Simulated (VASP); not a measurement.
Input of a VASP 6.6.1 run:

INCAR

```
SYSTEM = SnO2
PREC     = Accurate       ! precision mode
ENCUT    = 520            ! plane-wave cutoff, eV
EDIFF    = 1E-6           ! SCF threshold, eV
ISMEAR   = -1             ! smearing method
SIGMA    = 0.06122561905347299 ! smearing width, eV
LREAL    = .FALSE.        ! projectors in reciprocal space
LASPH    = .TRUE.         ! aspherical terms in the spheres
NELM     = 80             ! most SCF steps
ALGO     = Normal         ! electronic algorithm
ISIF     = 2              ! what is computed and relaxed
LWAVE    = .FALSE.        ! write WAVECAR
LCHARG   = .FALSE.        ! write CHGCAR
GGA      = PE             ! functional
NBANDS   = 20             ! bands
```

Contents of KPOINTS:

```
Automatic mesh
0
G
  13 13 13
  0 0 0
```

Contents of POSCAR:

```
SnO2
1.0
    0.0000000000      2.6218760949      2.6218760949
    2.6218760949      0.0000000000      2.6218760949
    2.6218760949      2.6218760949      0.0000000000
Sn O
1 2
Direct
    0.0000000000      0.0000000000      0.0000000000
    0.2500000000      0.2500000000      0.2500000000
    0.7500000000      0.7500000000      0.7500000000
```

Potentials or basis: VASP PAW PBE potentials, release 64 (Sn_d, O).

The run is started by

```console
$ cat potpaw_PBE.64/Sn_d/POTCAR potpaw_PBE.64/O/POTCAR > POTCAR
$ mpirun -np 1 vasp_std > vasp.out
```

Q: What does it give for the band gap on the k mesh?

A: Zero (bands 13 and 14 overlap by 0.64 eV).

Q: What does it give for the pressure?

A: -8.9 GPa.

Caveat: the cell stands under tension; semilocal functionals underestimate gaps, and a narrow one can read as zero; spin-orbit coupling is left out, which moves the levels of the heavy elements.
